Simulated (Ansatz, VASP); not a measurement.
**SiC: VASP beside Ansatz**

POSCAR

```
SiC
1.0
    0.0000000000      1.9576857857      1.9576857857
    1.9576857857      0.0000000000      1.9576857857
    1.9576857857      1.9576857857      0.0000000000
C Si
1 1
Direct
    0.0000000000      0.0000000000      0.0000000000
    0.5000000000      0.5000000000      0.5000000000
```

Contents of INCAR.step1:

```
SYSTEM = SiC
PREC = Accurate
ENCUT = 520
ISMEAR = 0
SIGMA = 0.05
LREAL = .False.
LASPH = .True.
NELM = 100
NBANDS = 11
GGA = PE
ALGO = Normal
EDIFF = 1E-4
LWAVE = .True.
LCHARG = .False.
```

INCAR.step2

```
SYSTEM = SiC
PREC = Accurate
ENCUT = 520
EDIFF = 1E-6
ISMEAR = 0
SIGMA = 0.05
LREAL = .False.
LASPH = .True.
NELM = 100
ALGO = Normal
ISIF = 2
LWAVE = .False.
LCHARG = .False.
METAGGA = R2SCAN
LMIXTAU = .True.
NBANDS = 11
ISTART = 1
```

The input KPOINTS:

```
regular mesh
0
Gamma
  20 20 20
  0 0 0
```

Input for Ansatz:

```yaml
crystal:
  lattice:
    - [0.0, 1.9576857857, 1.9576857857]
    - [1.9576857857, 0.0, 1.9576857857]
    - [1.9576857857, 1.9576857857, 0.0]
  atoms:
    - { symbol: C, position: [0.0, 0.0, 0.0] }
    - { symbol: Si, position: [0.5, 0.5, 0.5] }
basis:
  ecutwfc: 500
  ecutrho_ratio: 4
kpoints:
  mp_grid: { grid: [20, 20, 20] }
hamiltonian:
  xc: r2scan
scf:
  occupations: { method: gaussian, width: 0.05 }
output:
  forces: true
  stress: true
  eigenvalues: true
```

Alike in both runs: task single point; functional r2SCAN; k mesh 20 × 20 × 20; occupations gaussian, width 0.05 eV; no spin polarisation.

|  | VASP | Ansatz |
| --- | --- | --- |
| version | VASP 6.6.1 | Ansatz 0.2.0 |
| potentials or method | VASP PAW PBE potentials, release 64 (C, Si), cutoff 520 eV | scalar-relativistic, plane waves, PAW |
| valence electrons in the cell | 8 | 8 |

Ansatz gave:

* pressure (GPa): 27.2

Q: Which values does VASP return?

A: Pressure (GPa): 27.5.

VASP's potentials were made for PBE, not for r2SCAN.
